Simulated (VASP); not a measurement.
# KF (Fmmm) in VASP: notebook

Runs on KF. Level: LDA. Tasks: single point.

Program: VASP 6.6.1. These are calculated values, not measurements. Logs are shortened: lines on timing, memory, paths and dates and some standing lists are left out, and cuts for length are marked.

## Step 1: The cell of the first run

It takes space group Fmmm (No. 69, orthorhombic). Conventional cell: a = 5.073 Å, b = 5.163 Å, c = 5.744 Å, α = 90.00°, β = 90.00°, γ = 90.00°. K (site symmetry mmm) has 6 F at 2.54 to 2.87 Å within 3.3 Å. F (site symmetry mmm) has 6 K at 2.54 to 2.87 Å within 3.3 Å.

## Step 2: Single point, LDA (normal strain along x -0.0175, normal strain along z +0.1125)

Contents of INCAR:

```
SYSTEM = KF
PREC = Accurate ; ENCUT = 520
EDIFF = 1E-7 ; ISMEAR = 0
SIGMA = 0.05 ; LREAL = .False.
LASPH = .True. ; NELM = 60
ALGO = Normal ; ISIF = 2
LWAVE = .False. ; LCHARG = .False.
GGA = CA ; NBANDS = 15
```

Contents of KPOINTS:

```
regular mesh
0
Gamma
  8 8 8
  0 0 0
```

Contents of POSCAR:

```
KF
1.0
    0.0000000000      2.5817196783      2.8721631421
    2.5365395839      0.0000000000      2.8721631421
    2.5365395839      2.5817196783      0.0000000000
K F
1 1
Direct
    0.0000000000      0.0000000000      0.0000000000
    0.5000000000      0.5000000000      0.5000000000
```

Potentials or basis: VASP PAW LDA potentials, release 64 (K_sv, F).

Run with:

```
cat potpaw_LDA.64/K_sv/POTCAR potpaw_LDA.64/F/POTCAR > POTCAR
mpirun -np 1 vasp_std > vasp.out
```

OUTCAR:

```text
SYSTEM = KF
   PREC = Accurate
   ENCUT = 520
   EDIFF = 1E-7
   ISMEAR = 0
   LREAL = .False.
   LASPH = .True.
   NELM = 60
   ISIF = 2
   GGA = CA

 ion  position               nearest neighbor table
   1  0.000  0.000  0.000-   2 2.54   2 2.54   2 2.58   2 2.58
   2  0.500  0.500  0.500-   1 2.54   1 2.54   1 2.58   1 2.58

  LATTYP: Found a face centered orthorhombic cell.
 ALAT       =     5.0730791678
 B/A-ratio  =     1.0178117048
 C/A-ratio  =     1.1323155216

  Lattice vectors:

 A1 = (   0.0000000000,   2.5817196783,   2.8721631421)
 A2 = (   2.5365395839,   0.0000000000,   2.8721631421)
 A3 = (   2.5365395839,   2.5817196783,   0.0000000000)

Analysis of symmetry for initial positions (statically):
=====================================================================
 Subroutine PRICEL returns:
 Original cell was already a primitive cell.

 Routine SETGRP: Setting up the symmetry group for a
 face centered orthorhombic supercell.

 Subroutine GETGRP returns: Found  8 space group operations
 (whereof  8 operations were pure point group operations)
 out of a pool of  8 trial point group operations.

The static configuration has the point symmetry D_2h.

Analysis of symmetry for dynamics (positions and initial velocities):
=====================================================================
 Subroutine PRICEL returns:
 Original cell was already a primitive cell.

 Routine SETGRP: Setting up the symmetry group for a
 face centered orthorhombic supercell.

 Subroutine GETGRP returns: Found  8 space group operations
 (whereof  8 operations were pure point group operations)
 out of a pool of  8 trial point group operations.

The dynamic configuration has the point symmetry D_2h.

 Subroutine INISYM returns: Found  8 space group operations
 (whereof  8 operations are pure point group operations),
 and found     1 'primitive' translations

----------------------------------------------------------------------------------------

                                     Primitive cell

  volume of cell :      37.6175

  direct lattice vectors                    reciprocal lattice vectors
     0.000000000  2.581719678  2.872163142    -0.197118942  0.193669361  0.174084819
     2.536539584  0.000000000  2.872163142     0.197118942 -0.193669361  0.174084819
     2.536539584  2.581719678  0.000000000     0.197118942  0.193669361 -0.174084819

  length of vectors
     3.861942207  3.831886503  3.619296832     0.326602546  0.326602546  0.326602546

  position of ions in fractional coordinates (direct lattice)
     0.000000000  0.000000000  0.000000000
     0.500000000  0.500000000  0.500000000

  ion indices of the primitive-cell ions
   primitive index   ion index
                 1           1
                 2           2

----------------------------------------------------------------------------------------

 KPOINTS: regular mesh

Automatic generation of k-mesh.
 Grid dimensions read from file:
 generate k-points for:    8    8    8

 Generating k-lattice:

  Cartesian coordinates                     Fractional coordinates (reciprocal lattice)
    -0.024639868  0.024208670  0.021760602     0.125000000  0.000000000  0.000000000
     0.024639868 -0.024208670  0.021760602     0.000000000  0.125000000  0.000000000
     0.024639868  0.024208670 -0.021760602     0.000000000  0.000000000  0.125000000

  Length of vectors
     0.040825318  0.040825318  0.040825318

  Shift w.r.t. Gamma in fractional coordinates (k-lattice)
     0.000000000  0.000000000  0.000000000

 Subroutine IBZKPT returns following result:
 ===========================================

 Found     95 irreducible k-points:

 Following reciprocal coordinates:
            Coordinates               Weight
  0.000000  0.000000  0.000000      1.000000
  0.125000  0.000000 -0.000000      8.000000
  0.250000  0.000000 -0.000000      8.000000
  0.375000  0.000000  0.000000      8.000000
  0.500000  0.000000 -0.000000      4.000000
  0.125000  0.125000  0.000000      2.000000
[... 16 lines left out ...]
  0.250000  0.000000  0.125000      8.000000
  0.375000  0.000000  0.125000      8.000000
 [... further k-points ...]
   k-points           NKPTS =     95   k-points in BZ     NKDIM =     95   number of bands    NBANDS=     15
   number of dos      NEDOS =    301   number of ions     NIONS =      2
   total plane-waves  NPLWV =  23520
   dimension x,y,z NGX =    30 NGY =   28 NGZ =   28
   dimension x,y,z NGXF=    60 NGYF=   56 NGZF=   56
   ions per type =               1   1
   NGX,Y,Z   is equivalent  to a cutoff of  12.91, 12.15, 12.86 a.u.
   NGXF,Y,Z  is equivalent  to a cutoff of  25.83, 24.30, 25.72 a.u.
 SYSTEM =  KF
   PREC   = accura    normal or accurate (medium, high low for compatibility)
   ISTART =      0    job   : 0-new  1-cont  2-samecut
   ICHARG =      2    charge: 1-file 2-atom 10-const
   ISPIN  =      1    spin polarized calculation?
   LNONCOLLINEAR =      F non collinear calculations
   LSORBIT =      F    spin-orbit coupling
   LASPH  =      T    aspherical Exc in radial PAW
   ENCUT  =  520.0 eV  38.22 Ry    6.18 a.u.   7.18  7.12  6.73*2*pi/ulx,y,z
   NELM   =     60;   NELMIN=  2; NELMDL= -5     # of ELM steps
   EDIFF  = 0.1E-06   stopping-criterion for ELM
   LREAL  =      F    real-space projection
   EDIFFG = 0.1E-05   stopping-criterion for IOM
   NSW    =      0    number of steps for IOM
   IBRION =     -1    ionic relax: 0-MD 1-quasi-New 2-CG
   NFREE  =      0    steps in history (QN), initial steepest desc. (CG)
   ISIF   =      2    stress and relaxation
   ISYM   =      2    0-nonsym 1-usesym 2-fastsym
   POTIM  = 0.5000    time-step for ionic-motion
   TEBEG  =    0.0;   TEEND  =   0.0 temperature during run
   PSTRESS=    0.0 pullay stress
   NELECT =      16.0000    total number of electrons
   NUPDOWN=      -1.0000    fix difference up-down
   EMIN   =  10.00;   EMAX   =-10.00  energy-range for DOS
   EFERMI =   0.00;   METHOD = LEGACY
   ISMEAR =     0;   SIGMA  =   0.05  broadening in eV -4-tet -1-fermi 0-gaus
   EFERMI_NEDOS =   21; number of points for ismear=-14 and -15
   IALGO  =     38    algorithm
   IMIX   =      4    mixing-type and parameters
     AMIX     =   0.40;   BMIX     =  1.00
     AMIX_MAG =   1.60;   BMIX_MAG =  1.00
  volume/ion in A,a.u.               =      18.81       126.93
  Fermi-wavevector in a.u.,A,eV,Ry     =   1.231171  2.326575 20.623451  1.515781
  Thomas-Fermi vector in A             =   2.365991
   LORBIT       =      0    0 simple, 1 ext, 2 COOP (PROOUT), +10 PAW based schemes
   GGA     = CA    functional components
   LHFCALC =     F    Hartree Fock is set to
   AEXX    =    0.0000 exact exchange contribution
   IVDW    =     0    specifies the selected vdW correction
   LEPSILON=     F    determine dielectric tensor
   LRPA    =     F    only Hartree local field effects (RPA)
 non-spin polarized calculation
 Gauss-broadening in eV      SIGMA  =   0.05
  energy-cutoff  :      520.00
  volume of cell :       37.62
 maximum number of plane-waves:      1038
 NGX is ok and might be reduce to    30
   NGX = 15   NGY = 15   NGZ = 13

 number of electron      16.0000006 magnetization

 Free energy of the ion-electron system (eV)
  ---------------------------------------------------
  ext. energy  EPLUGINS =         0.00000000
  ---------------------------------------------------
  free energy    TOTEN  =        -8.99905763 eV

  energy without entropy =       -8.99905763  energy(sigma->0) =       -8.99905763

 E-fermi :  -2.8633     XC(G=0):  -9.1663

 val. band max:       -3.1096694563   @ k =   0.0000   0.0000   0.0000
 cond. band min:       2.5973208596   @ k =   0.0000   0.0000   0.0000
 fundamental gap:      5.7069903159
 Fermi energy:        -2.8633220547

 k-point     1 :       0.0000    0.0000    0.0000
  band No.  band energies     occupation
      1     -28.7507      2.00000
      2     -21.4321      2.00000
      3     -12.2445      2.00000
      4     -12.2126      2.00000
      5     -12.1989      2.00000
      6      -3.2911      2.00000
      7      -3.1563      2.00000
      8      -3.1097      2.00000
      9       2.5973      0.00000
     10       6.9428      0.00000
     11       7.6298      0.00000
     12       7.7301      0.00000
     13       8.6914      0.00000
     14       9.7224      0.00000
     15      13.3828      0.00000

 k-point     2 :       0.1250    0.0000   -0.0000
  band No.  band energies     occupation
      1     -28.7334      2.00000
      2     -21.4513      2.00000
      3     -12.2766      2.00000
      4     -12.2262      2.00000
      5     -12.2002      2.00000
      6      -3.3762      2.00000
      7      -3.2649      2.00000
      8      -3.2006      2.00000
      9       3.0358      0.00000
     10       7.0017      0.00000
     11       7.5468      0.00000
     12       7.8930      0.00000
     13       8.8662      0.00000
     14       9.8760      0.00000
     15      14.1970      0.00000

 k-point     3 :       0.2500    0.0000   -0.0000
  band No.  band energies     occupation
      1     -28.6912      2.00000
      2     -21.4980      2.00000
      3     -12.3713      2.00000
      4     -12.2554      2.00000
      5     -12.1877      2.00000
      6      -3.6749      2.00000
      7      -3.4203      2.00000
      8      -3.3773      2.00000
      9       4.1206      0.00000
     10       6.7447      0.00000
     11       7.9425      0.00000
     12       8.4358      0.00000
     13       9.4292      0.00000
     14      10.3075      0.00000
     15      15.1987      0.00000
[... 343 lines left out ...]
 k-point    23 :       0.2500    0.0000    0.1250
  band No.  band energies     occupation
      1     -28.6902      2.00000
      2     -21.4918      2.00000
      3     -12.3425      2.00000
      4     -12.3011      2.00000
      5     -12.2149      2.00000
      6      -3.7042      2.00000
      7      -3.3860      2.00000
      8      -3.2321      2.00000
      9       3.9684      0.00000
     10       6.4318      0.00000
     11       8.0770      0.00000
     12       8.5389      0.00000
     13       9.4312      0.00000
     14      10.1265      0.00000
     15      15.5960      0.00000

 k-point    24 :       0.3750    0.0000    0.1250
  band No.  band energies     occupation
      1     -28.6486      2.00000
      2     -21.5300      2.00000
      3     -12.4492      2.00000
      4     -12.3203      2.00000
      5     -12.2461      2.00000
      6      -3.8663      2.00000
      7      -3.5051      2.00000
      8      -3.4162      2.00000
      9       5.1005      0.00000
     10       6.3025      0.00000
     11       8.6005      0.00000
     12       8.9955      0.00000
     13      10.3016      0.00000
     14      10.6623      0.00000
     15      14.1814      0.00000

 [... further k-points ...]
[... 5 lines left out ...]
  --------------------------------------------------------------------------------------
  -------------------------------------------------------------------------------------
  Total        0.0929044     -0.2364178     -1.1628878     -0.0000000      0.0000000      0.0000000
  in kB        3.9569169    -10.0693370    -49.5288873     -0.0000000      0.0000000      0.0000000
  external PRESSURE =     -18.5471025 kB  Pullay stress =       0.0000000 kB

 VOLUME and BASIS-vectors are now :
 -----------------------------------------------------------------------------
  energy-cutoff  :      520.00
  volume of cell :       37.62
      direct lattice vectors                 reciprocal lattice vectors
     0.000000000  2.581719678  2.872163142    -0.197118942  0.193669361  0.174084819
     2.536539584  0.000000000  2.872163142     0.197118942 -0.193669361  0.174084819
     2.536539584  2.581719678  0.000000000     0.197118942  0.193669361 -0.174084819

 POSITION                                       TOTAL-FORCE (eV/Angst)
 -----------------------------------------------------------------------------------
      0.00000      0.00000      0.00000         0.000000      0.000000      0.000000
      2.53654      2.58172      2.87216        -0.000000      0.000000     -0.000000
 -----------------------------------------------------------------------------------
    total drift:                                0.000000      0.000000      0.000000

  FREE ENERGIE OF THE ION-ELECTRON SYSTEM (eV)
  ---------------------------------------------------
  free  energy   TOTEN  =        -8.9990576322 eV

  energy  without entropy=       -8.9990576322  energy(sigma->0) =       -8.99905763
```

It took 30 s on 1 thread of AMD EPYC 9R45 (Zen 5), shared host; peak memory 0.15 GiB.

Results:

```yaml
Free_energy: -8.9991 eV
Pressure: -1.9 GPa
Band_gap_on_the_k_mesh: 5.71 eV, direct
```

Caveat: the cell differs from its parent crystal (normal strain along x -0.0175, normal strain along z +0.1125). A k mesh can miss the band edges.

## Step 3: Single point, LDA (normal strain along x +0.0175, normal strain along z +0.0750)

Contents of INCAR:

```
SYSTEM = KF
PREC     = Accurate       ! precision mode
ENCUT    = 520            ! plane-wave cutoff, eV
EDIFF    = 1E-6           ! SCF threshold, eV
ISMEAR   = 0              ! smearing method
SIGMA    = 0.05           ! smearing width, eV
LREAL    = .FALSE.        ! projectors in reciprocal space
LASPH    = .TRUE.         ! aspherical terms in the spheres
NELM     = 80             ! most SCF steps
ALGO     = Normal         ! electronic algorithm
ISIF     = 2              ! what is computed and relaxed
LWAVE    = .FALSE.        ! write WAVECAR
LCHARG   = .FALSE.        ! write CHGCAR
NBANDS   = 15             ! bands
```

Contents of KPOINTS:

```
regular mesh
0
G
  8 8 8
  0 0 0
```

Contents of POSCAR:

```
KF
1.0
    0.0000000000      2.5817196783      2.7753486542
    2.6268997727      0.0000000000      2.7753486542
    2.6268997727      2.5817196783      0.0000000000
K F
1 1
Direct
    0.0000000000      0.0000000000      0.0000000000
    0.5000000000      0.5000000000      0.5000000000
```

Potentials or basis: VASP PAW LDA potentials, release 64 (K_sv, F).

Run with:

```
cat potpaw_LDA.64/K_sv/POTCAR potpaw_LDA.64/F/POTCAR > POTCAR
mpirun -np 1 vasp_std > vasp.out
```

It took 30 s on 1 thread of AMD EPYC 9R45 (Zen 5), shared host; peak memory 0.14 GiB.

Results (log left out):

| Property | Result |
| --- | --- |
| Free energy | -9.0287 eV |
| Pressure | -2.7 GPa |
| Band gap on the k mesh | 5.78 eV, direct |

Stress tensor (GPa, compression positive):
```
-2.30  0.00  0.00
 0.00 -1.20  0.00
 0.00  0.00 -4.47
```

Levels at points of the mesh, in eV from the valence-band top:
```tsv
k point	band 5	band 6	band 7	band 8	band 9	band 10	band 11	band 12
(0.00, 0.00, 0.00)	-9.09	-0.11	-0.04	0.00	5.78	10.26	10.60	10.71
(0.50, 0.00, 0.00)	-9.09	-0.92	-0.45	-0.43	8.77	10.25	11.80	12.21
(0.50, 0.50, 0.00)	-9.28	-0.36	-0.08	-0.04	8.02	10.14	11.05	13.64
(0.50, 0.00, 0.50)	-9.34	-0.18	-0.17	-0.08	7.76	10.17	11.71	13.60
(0.00, 0.50, 0.50)	-9.31	-0.22	-0.17	-0.04	7.84	10.14	11.55	13.59
```

Caveat: the cell differs from its parent crystal (normal strain along x +0.0175, normal strain along z +0.0750).

[end of part 1 of 2]
